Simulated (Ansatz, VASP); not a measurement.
One calculation of Ag, two programs

```
CELL_PARAMETERS angstrom
0.00000 2.07818 2.07818
2.07818 0.00000 2.07818
2.07818 2.07818 0.00000
ATOMIC_POSITIONS crystal
Ag 0.00000 0.00000 0.00000
```

Alike in both runs: functional PBE; k mesh 8 × 8 × 8; occupations gaussian, width 0.1 eV; no spin polarisation.

Ansatz relaxed the structure, and its values are those at the end. VASP's run is a single point on that final structure, the one shown.

|  | VASP | Ansatz |
| --- | --- | --- |
| version | VASP 6.6.1 | Ansatz 0.2.0 |
| potentials or method | VASP PAW PBE potentials, release 64 (Ag), cutoff 520 eV | scalar-relativistic, plane waves, PAW |
| valence electrons in the cell | 11 | 19 |

VASP gave:

```
gap on the k mesh at the Fermi level (eV) : none
pressure (GPa)                            : -0.1
```

Problem. Which values does Ansatz return?

Solution. gap on the k mesh at the Fermi level (eV): none; pressure (GPa): 0.0.

A gap of «none» marks a metal or a gap that the smearing closes. VASP's potentials hold 11 valence electrons a cell and Ansatz's 19, so a difference there can come from the potentials and not from the codes.
